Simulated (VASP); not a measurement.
# BP (F-43m) in VASP: further runs

Runs on BP. Level: BHLYP. Tasks: single point.

Everything below comes from runs of VASP 6.6.1. Logs are shortened: lines on timing, memory, paths and dates and some standing lists are left out, and cuts for length are marked.

## (1) The cell of the first run

Symmetry: F-43m, No. 216, cubic system. Conventional cell: a = 4.568 Å, b = 4.568 Å, c = 4.568 Å, α = 90.00°, β = 90.00°, γ = 90.00°. Within 2.6 Å of P (site symmetry -43m) lie 4 B at 1.98 Å. B (site symmetry -43m) has 4 P at 1.98 Å within 2.6 Å.

## (2) Single point, BHLYP

POSCAR reads:

```
BP
1.0
    0.0000000000      2.2840269280      2.2840269280
    2.2840269280      0.0000000000      2.2840269280
    2.2840269280      2.2840269280      0.0000000000
P B
1 1
Direct
    0.7500000000      0.7500000000      0.7500000000
    0.0000000000      0.0000000000      0.0000000000
```

INCAR.step1 reads:

```
SYSTEM = BP
ALGO = Normal ; EDIFF = 1E-5
ENCUT = 520 ; GGA = PE
ISIF = 2 ; ISMEAR = -1
LASPH = .TRUE. ; LREAL = .FALSE.
LWAVE = .TRUE. ; NBANDS = 11
NELM = 80 ; PREC = Accurate
SIGMA = 0.05
```

INCAR.step2 reads:

```
SYSTEM = BP
AEXX = 0.5 ; AGGAC = 1.0
AGGAX = 0.5 ; ALDAC = 0.0
ALDAX = 0.5 ; ALGO = Normal
EDIFF = 1E-7 ; ENCUT = 520
GGA = B5 ; ISIF = 2
ISMEAR = -1 ; ISTART = 1
LASPH = .TRUE. ; LCHARG = .TRUE.
LELF = .TRUE. ; LHFCALC = .TRUE.
LREAL = .FALSE. ; LVHAR = .TRUE.
LWAVE = .FALSE. ; NBANDS = 11
NELM = 80 ; PREC = Accurate
PRECFOCK = Normal ; SIGMA = 0.05
```

KPOINTS reads:

```
k-points
0
G
  5 5 5
  0 0 0
```

Potentials or basis: VASP PAW PBE potentials, release 64 (P, B).

Command:

```sh
$ cat potpaw_PBE.64/P/POTCAR potpaw_PBE.64/B/POTCAR > POTCAR
$ cp INCAR.step1 INCAR
$ mpirun -np 1 vasp_std > vasp.out
$ cp INCAR.step2 INCAR
$ mpirun -np 1 vasp_std > vasp.out
```

OUTCAR:

```text
SYSTEM = BP
   AEXX = 0.5
   EDIFF = 1E-7
   ENCUT = 520
   GGA = B5
   ISIF = 2
   ISMEAR = -1
   ISTART = 1
   LASPH = .TRUE.
   LHFCALC = .TRUE.
   LREAL = .FALSE.
   NELM = 80
   PREC = Accurate
   PRECFOCK = Normal

 ion  position               nearest neighbor table
   1  0.750  0.750  0.750-   2 1.98   2 1.98   2 1.98   2 1.98
   2  0.000  0.000  0.000-   1 1.98   1 1.98   1 1.98   1 1.98

  LATTYP: Found a face centered cubic cell.
 ALAT       =     4.5680538560

  Lattice vectors:

 A1 = (   0.0000000000,   2.2840269280,   2.2840269280)
 A2 = (   2.2840269280,   0.0000000000,   2.2840269280)
 A3 = (   2.2840269280,   2.2840269280,   0.0000000000)

Analysis of symmetry for initial positions (statically):
=====================================================================
 Subroutine PRICEL returns:
 Original cell was already a primitive cell.

 Routine SETGRP: Setting up the symmetry group for a
 face centered cubic supercell.

 Subroutine GETGRP returns: Found 24 space group operations
 (whereof 24 operations were pure point group operations)
 out of a pool of 48 trial point group operations.

The static configuration has the point symmetry T_d .

Analysis of symmetry for dynamics (positions and initial velocities):
=====================================================================
 Subroutine PRICEL returns:
 Original cell was already a primitive cell.

 Routine SETGRP: Setting up the symmetry group for a
 face centered cubic supercell.

 Subroutine GETGRP returns: Found 24 space group operations
 (whereof 24 operations were pure point group operations)
 out of a pool of 48 trial point group operations.

The dynamic configuration has the point symmetry T_d .

 Subroutine INISYM returns: Found 24 space group operations
 (whereof 24 operations are pure point group operations),
 and found     1 'primitive' translations

----------------------------------------------------------------------------------------

                                     Primitive cell

  volume of cell :      23.8305

  direct lattice vectors                    reciprocal lattice vectors
     0.000000000  2.284026928  2.284026928    -0.218911605  0.218911605  0.218911605
     2.284026928  0.000000000  2.284026928     0.218911605 -0.218911605  0.218911605
     2.284026928  2.284026928  0.000000000     0.218911605  0.218911605 -0.218911605

  length of vectors
     3.230101858  3.230101858  3.230101858     0.379166022  0.379166022  0.379166022

  position of ions in fractional coordinates (direct lattice)
     0.750000000  0.750000000  0.750000000
     0.000000000  0.000000000  0.000000000

  ion indices of the primitive-cell ions
   primitive index   ion index
                 1           1
                 2           2

----------------------------------------------------------------------------------------

 KPOINTS: k-points

Automatic generation of k-mesh.
 Grid dimensions read from file:
 generate k-points for:    5    5    5

 Generating k-lattice:

  Cartesian coordinates                     Fractional coordinates (reciprocal lattice)
    -0.043782321  0.043782321  0.043782321     0.200000000  0.000000000  0.000000000
     0.043782321 -0.043782321  0.043782321     0.000000000  0.200000000  0.000000000
     0.043782321  0.043782321 -0.043782321     0.000000000  0.000000000  0.200000000

  Length of vectors
     0.075833204  0.075833204  0.075833204

  Shift w.r.t. Gamma in fractional coordinates (k-lattice)
     0.000000000  0.000000000  0.000000000

 Subroutine IBZKPT returns following result:
 ===========================================

 Found     10 irreducible k-points:

 Following reciprocal coordinates:
            Coordinates               Weight
  0.000000  0.000000  0.000000      1.000000
  0.200000  0.000000  0.000000      8.000000
  0.400000  0.000000  0.000000      8.000000
  0.200000  0.200000  0.000000      6.000000
  0.400000  0.200000  0.000000     24.000000
 -0.400000  0.200000  0.000000     24.000000
 -0.200000  0.200000  0.000000     12.000000
  0.400000  0.400000  0.000000      6.000000
 -0.400000  0.400000  0.000000     12.000000
 -0.400000  0.400000  0.200000     24.000000
   k-points           NKPTS =     10   k-points in BZ     NKDIM =    125   number of bands    NBANDS=     11
   number of dos      NEDOS =    301   number of ions     NIONS =      2
   total plane-waves  NPLWV =  13824
   dimension x,y,z NGX =    24 NGY =   24 NGZ =   24
   dimension x,y,z NGXF=    48 NGYF=   48 NGZF=   48
   ions per type =               1   1
   NGX,Y,Z   is equivalent  to a cutoff of  12.35, 12.35, 12.35 a.u.
   NGXF,Y,Z  is equivalent  to a cutoff of  24.70, 24.70, 24.70 a.u.
 SYSTEM =  BP
   PREC   = accura    normal or accurate (medium, high low for compatibility)
   ISTART =      1    job   : 0-new  1-cont  2-samecut
   ICHARG =      0    charge: 1-file 2-atom 10-const
   ISPIN  =      1    spin polarized calculation?
   LNONCOLLINEAR =      F non collinear calculations
   LSORBIT =      F    spin-orbit coupling
   LASPH  =      T    aspherical Exc in radial PAW
   ENCUT  =  520.0 eV  38.22 Ry    6.18 a.u.   6.01  6.01  6.01*2*pi/ulx,y,z
   NELM   =     80;   NELMIN=  2; NELMDL=  0     # of ELM steps
   EDIFF  = 0.1E-06   stopping-criterion for ELM
   LREAL  =      F    real-space projection
   EDIFFG = 0.1E-05   stopping-criterion for IOM
   NSW    =      0    number of steps for IOM
   IBRION =     -1    ionic relax: 0-MD 1-quasi-New 2-CG
   NFREE  =      0    steps in history (QN), initial steepest desc. (CG)
   ISIF   =      2    stress and relaxation
   ISYM   =      3    0-nonsym 1-usesym 2-fastsym
   POTIM  = 0.5000    time-step for ionic-motion
   TEBEG  =    0.0;   TEEND  =   0.0 temperature during run
   PSTRESS=    0.0 pullay stress
   NELECT =       8.0000    total number of electrons
   NUPDOWN=      -1.0000    fix difference up-down
   EMIN   =  10.00;   EMAX   =-10.00  energy-range for DOS
   EFERMI =   0.00;   METHOD = LEGACY
   ISMEAR =    -1;   SIGMA  =   0.05  broadening in eV -4-tet -1-fermi 0-gaus
   EFERMI_NEDOS =   21; number of points for ismear=-14 and -15
   IALGO  =     38    algorithm
   IMIX   =      1    mixing-type and parameters
     AMIX     =   0.40;   BMIX     =  1.00
     AMIX_MAG =   1.60;   BMIX_MAG =  1.00
  volume/ion in A,a.u.               =      11.92        80.41
  Fermi-wavevector in a.u.,A,eV,Ry     =   1.137785  2.150102 17.613492  1.294555
  Thomas-Fermi vector in A             =   2.274490
   LORBIT       =      0    0 simple, 1 ext, 2 COOP (PROOUT), +10 PAW based schemes
   GGA     = B5    functional components
   LHFCALC =     T    Hartree Fock is set to
   PRECFOCK=normal    Normal, Fast or Accurate (Low or Medium for compatibility)
   ENCUT4O =  -1.0   cutoff for four orbital integrals eV
   NKREDX  =     1    reduce k-point grid by
   NKREDY  =     1    reduce k-point grid by
   NKREDZ  =     1    reduce k-point grid by
   AEXX    =    0.5000 exact exchange contribution
   HFSCREEN=    0.0000 screening length (either q_TF or 0.3 A-1)
   HFSCREENC=   0.0000 screening length for correlation (either q_TF or 0.3 A-1)
   ENCUTFOCK=  -1.0 apply spherical cutoff to Coloumb kernel
   IVDW    =     0    specifies the selected vdW correction
   LEPSILON=     F    determine dielectric tensor
   LRPA    =     F    only Hartree local field effects (RPA)
 non-spin polarized calculation
  energy-cutoff  :      520.00
  volume of cell :       23.83
 maximum number of plane-waves:       656
  NGX = 20; NGY = 20; NGZ = 20

 number of electron       7.9999999 magnetization

 Free energy of the ion-electron system (eV)
  ---------------------------------------------------
  ext. energy  EPLUGINS =         0.00000000
  ---------------------------------------------------
  free energy    TOTEN  =       -17.38229706 eV

  energy without entropy =      -17.38229706  energy(sigma->0) =      -17.38229706

 E-fermi :   6.8724     XC(G=0):  -5.5943

 val. band max:        5.8258818317   @ k =   0.0000   0.0000   0.0000
 cond. band min:      10.5089744256   @ k =   0.4000   0.4000   0.0000
 fundamental gap:      4.6830925939
 Fermi energy:         6.8723672661

 k-point     1 :       0.0000    0.0000    0.0000
  band No.  band energies     occupation
      1     -12.5266      2.00000
      2       5.8259      2.00000
      3       5.8259      2.00000
      4       5.8259      2.00000
      5      12.9103      0.00000
      6      12.9103      0.00000
      7      12.9103      0.00000
      8      17.2651      0.00000
      9      21.4153      0.00000
     10      22.4447      0.00000
     11      22.4447      0.00000

 k-point     2 :       0.2000    0.0000    0.0000
  band No.  band energies     occupation
      1     -11.6950      2.00000
      2       1.6673      2.00000
      3       4.8984      2.00000
      4       4.8984      2.00000
      5      13.5074      0.00000
      6      14.1716      0.00000
      7      14.1716      0.00000
      8      19.1995      0.00000
      9      21.0200      0.00000
     10      21.0200      0.00000
     11      23.0211      0.00000

 k-point     3 :       0.4000    0.0000    0.0000
  band No.  band energies     occupation
      1      -9.4630      2.00000
      2      -3.5861      2.00000
      3       3.9235      2.00000
      4       3.9235      2.00000
      5      13.2741      0.00000
      6      14.5175      0.00000
      7      14.5175      0.00000
      8      20.4279      0.00000
      9      23.5823      0.00000
     10      23.5823      0.00000
     11      24.3641      0.00000
[... 71 lines left out ...]
 k-point     9 :      -0.4000    0.4000    0.0000
  band No.  band energies     occupation
      1      -6.7570      2.00000
      2      -4.1627      2.00000
      3      -0.7728      2.00000
      4       1.5554      2.00000
      5      11.2700      0.00000
      6      14.3304      0.00000
      7      20.9965      0.00000
      8      21.6601      0.00000
      9      22.8848      0.00000
     10      24.1983      0.00000
     11      29.0116      0.00000

 k-point    10 :      -0.4000    0.4000    0.2000
  band No.  band energies     occupation
      1      -7.5644      2.00000
      2      -3.1875      2.00000
      3      -0.5511      2.00000
      4       1.0296      2.00000
      5      14.2442      0.00000
      6      15.3381      0.00000
      7      16.7284      0.00000
      8      20.9929      0.00000
      9      21.8630      0.00000
     10      25.1013      0.00000
     11      28.7514      0.00000

------------------------ aborting loop because EDIFF is reached ----------------------------------------

  FORCE on cell =-STRESS in cart. coord.  units (eV):
  Direction    XX          YY          ZZ          XY          YZ          ZX
  --------------------------------------------------------------------------------------
  -------------------------------------------------------------------------------------
  Total       -0.6117479     -0.6117479     -0.6117479      0.0000000      0.0000000      0.0000000
  in kB      -41.1291168    -41.1291168    -41.1291168      0.0000000      0.0000000      0.0000000
  external PRESSURE =     -41.1291168 kB  Pullay stress =       0.0000000 kB

 VOLUME and BASIS-vectors are now :
 -----------------------------------------------------------------------------
  energy-cutoff  :      520.00
  volume of cell :       23.83
      direct lattice vectors                 reciprocal lattice vectors
     0.000000000  2.284026928  2.284026928    -0.218911605  0.218911605  0.218911605
     2.284026928  0.000000000  2.284026928     0.218911605 -0.218911605  0.218911605
     2.284026928  2.284026928  0.000000000     0.218911605  0.218911605 -0.218911605

 POSITION                                       TOTAL-FORCE (eV/Angst)
 -----------------------------------------------------------------------------------
      3.42604      3.42604      3.42604         0.000000      0.000000     -0.000000
      0.00000      0.00000      0.00000        -0.000000     -0.000000      0.000000
 -----------------------------------------------------------------------------------
    total drift:                               -0.000000     -0.000000     -0.000000

  FREE ENERGIE OF THE ION-ELECTRON SYSTEM (eV)
  ---------------------------------------------------
  free  energy   TOTEN  =       -17.3822970600 eV

  energy  without entropy=      -17.3822970600  energy(sigma->0) =      -17.38229706
```

It took 1.7 min on 1 thread of Intel Xeon 6975P-C (Granite Rapids), shared host; peak memory 0.14 GiB.

Results:

```
Free energy            : -17.3823 eV
Pressure               : -4.1 GPa
Band gap on the k mesh : 4.68 eV, indirect (least direct gap 7.08 eV)
```

Caveat: the k points lie up to 0.48 Å⁻¹ apart; the PAW data sets were made with another functional, which shifts forces and pressure a little. A k mesh can miss the band edges.

(Part 1 of 2 ends here.)
